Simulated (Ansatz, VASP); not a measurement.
# One calculation of Al12H, two programs

INCAR

```
PREC = Accurate
ENCUT = 520
EDIFF = 1E-7
ISMEAR = 0
SIGMA = 0.1
LREAL = False
LASPH = True
NELM = 150
ALGO = Normal
ISIF = 2
LWAVE = False
LCHARG = False
ISPIN = 2
MAGMOM = 0 0 0 0 0 0 0 0 0 0 0 0 1
LORBIT = 11
LDIPOL = True
IDIPOL = 3
DIPOL = 0.5 0.5 0.309
GGA = PE
NBANDS = 34
```

Contents of KPOINTS:

```
Automatic mesh
0
Gamma
  6 6 1
```

File POSCAR:

```
Al12H
1.0
    5.7143028096      0.0000000000      0.0000000000
   -2.8571514048      4.9487313980      0.0000000000
    0.0000000000      0.0000000000     21.6016424764
Al H
12 1
Direct
    0.3333333333      0.1666666667      0.1851711047
    0.3333333333      0.6666666667      0.1851711047
    0.8333333333      0.1666666667      0.1851711047
    0.8333333333      0.6666666667      0.1851711047
    0.1666666667      0.3333333333      0.2916873740
    0.1666666667      0.8333333333      0.2916873740
    0.6666666667      0.3333333333      0.2916873740
    0.6666666667      0.8333333333      0.2916873740
    0.0000000000      0.0000000000      0.3981939098
    0.0000000000      0.5000000000      0.3981939098
    0.5000000000      0.0000000000      0.3981939098
    0.5000000000      0.5000000000      0.3981939098
    0.1111111111     -0.1111111111      0.5171663446
```

Input for Ansatz:

```yaml
crystal:
  lattice:
    - [5.7143028096, 0.0, 0.0]
    - [-2.8571514048, 4.948731398, 0.0]
    - [0.0, 0.0, 21.6016424764]
  atoms:
    - { symbol: Al, position: [0.3333333333, 0.1666666667, 0.1851711047] }
    - { symbol: Al, position: [0.3333333333, 0.6666666667, 0.1851711047] }
    - { symbol: Al, position: [0.8333333333, 0.1666666667, 0.1851711047] }
    - { symbol: Al, position: [0.8333333333, 0.6666666667, 0.1851711047] }
    - { symbol: Al, position: [0.1666666667, 0.3333333333, 0.291687374] }
    - { symbol: Al, position: [0.1666666667, 0.8333333333, 0.291687374] }
    - { symbol: Al, position: [0.6666666667, 0.3333333333, 0.291687374] }
    - { symbol: Al, position: [0.6666666667, 0.8333333333, 0.291687374] }
    - { symbol: Al, position: [0.0, 0.0, 0.3981939098] }
    - { symbol: Al, position: [0.0, 0.5, 0.3981939098] }
    - { symbol: Al, position: [0.5, 0.0, 0.3981939098] }
    - { symbol: Al, position: [0.5, 0.5, 0.3981939098] }
    - { symbol: H, position: [0.1111111111, -0.1111111111, 0.5171663446], spin: 1.0 }
basis:
  ecutwfc: 420
kpoints:
  mp_grid: { grid: [6, 6, 1] }
hamiltonian:
  xc: pbe
scf:
  occupations: { method: gaussian, width: 0.1 }
output:
  forces: true
  eigenvalues: true
  populations: true
magnetization:
  spin_polarized: true
efield:
  axis: 3
  dipole_correction: true
  ramp_width: 0.04
```

Alike in both runs: task single point; functional PBE; k mesh 6 × 6 × 1; occupations gaussian, width 0.1 eV; collinear spin.

|  | VASP | Ansatz |
| --- | --- | --- |
| version | VASP 6.6.1 | Ansatz 0.2.0 |
| potentials or method | VASP PAW PBE potentials, release 64 (Al, H), cutoff 520 eV | scalar-relativistic, plane waves, PAW |
| valence electrons in the cell | 37 | 37 |

|  | VASP | Ansatz | Ansatz less VASP |
| --- | --- | --- | --- |
| gap on the k mesh at the Fermi level (eV) | none | none | - |
| rms of the force components (eV/Å) | 0.198 | 0.198 | +0.0006 |
| net moment per atom (μB) | 0.03 | 0.03 | 0.000 |
| size of the moment on the site where the two differ most (μB) | 0.21 | 0.46 | +0.252 |

Site moments also hang on the region over which each program counts them. Atom by atom the forces differ by 0.001 eV/Å (rms over components). A gap of «none» marks a metal or a gap that the smearing closes. With one functional, cell and mesh, what is left measures potentials, basis and numerics.
